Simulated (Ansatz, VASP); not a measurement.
**InP in VASP and in Ansatz**

File INCAR:

```
SYSTEM = InP
ALGO = Normal
EDIFF = 1E-7
ENCUT = 520
GGA = PE
ISIF = 2
ISMEAR = 0
LASPH = .TRUE.
LCHARG = .FALSE.
LREAL = .FALSE.
LWAVE = .FALSE.
NBANDS = 16
NELM = 60
PREC = Accurate
SIGMA = 0.15
```

Contents of KPOINTS:

```
k-points
0
G
  18 18 18
  0 0 0
```

POSCAR

```
InP
1.0
    0.0000000000      2.8532652270      2.7286080084
    2.8532652270      0.0000000000      2.7286080084
    2.8532652270      2.8532652270      0.0000000000
In P
1 1
Direct
    0.0000000000      0.0000000000      0.0000000000
    0.5000000000      0.5000000000      0.5000000000
```

Input for Ansatz:

```yaml
crystal:
  lattice:
    - [0.0, 2.853265227, 2.7286080084]
    - [2.853265227, 0.0, 2.7286080084]
    - [2.853265227, 2.853265227, 0.0]
  atoms:
    - { symbol: In, position: [0.0, 0.0, 0.0] }
    - { symbol: P, position: [0.5, 0.5, 0.5] }
basis:
  ecutwfc: 420
kpoints:
  mp_grid: { grid: [18, 18, 18] }
hamiltonian:
  xc: pbe
scf:
  occupations: { method: gaussian, width: 0.15 }
output:
  forces: true
  stress: true
  eigenvalues: true
```

Change from the starting cell: strain +0.030 along x and y, -0.015 along z, atoms carried along.

Alike in both runs: task single point; functional PBE; k mesh 18 × 18 × 18; occupations gaussian, width 0.15 eV; no spin polarisation.

|  | VASP | Ansatz |
| --- | --- | --- |
| version | VASP 6.6.1 | Ansatz 0.2.0 |
| potentials or method | VASP PAW PBE potentials, release 64 (In_d, P), cutoff 520 eV | scalar-relativistic, plane waves, PAW |
| valence electrons in the cell | 18 | 18 |

Ansatz gave:

* gap on the k mesh at the Fermi level (eV): none
* pressure (GPa): -2.6
* traceless stress, the component that is largest in VASP (GPa): 2.82

Task: Which values does VASP return?

Result: gap on the k mesh at the Fermi level (eV): none; pressure (GPa): -2.7; traceless stress, the component that is largest in VASP (GPa): 2.81.

A gap of «none» marks a metal or a gap that the smearing closes.
